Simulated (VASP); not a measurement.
Here is a VASP 6.6.1 calculation.

File INCAR:

```
SYSTEM = MoRh
  PREC = Accurate
  ENCUT = 520
  EDIFF = 1E-7
  ISMEAR = 0
  SIGMA = 0.1
  LREAL = .False.
  LASPH = .True.
  NELM = 80
  ALGO = Normal
  ISIF = 2
  LWAVE = .False.
  LCHARG = .False.
  GGA = PS
  NBANDS = 22
```

File KPOINTS:

```
regular mesh
0
Gamma
  9 9 4
  0 0 0
```

POSCAR

```
MoRh
1.0
    2.7954327564      0.0000000000      0.0000000000
   -1.3977163782      2.4209157816      0.0000000000
    0.0000000000      0.0000000000      4.4373670000
Mo Rh
1 1
Direct
    0.0000000000      0.0000000000      0.5000000000
    0.3333333300      0.6666666700      0.0000000000
```

Potentials or basis: VASP PAW PBE potentials, release 64 (Mo_sv, Rh_pv).

Command:

```console
$ cat potpaw_PBE.64/Mo_sv/POTCAR potpaw_PBE.64/Rh_pv/POTCAR > POTCAR
$ mpirun -np 1 vasp_std > vasp.out
```

**Question.** Estimate the pressure.

**Answer.** -12.4 GPa.

Stress tensor (GPa, compression positive):
```
-13.00   0.00   0.00
  0.00 -13.00   0.00
  0.00   0.00 -11.26
```

Caveat: the PAW data sets were made with another functional, which shifts forces and pressure a little.
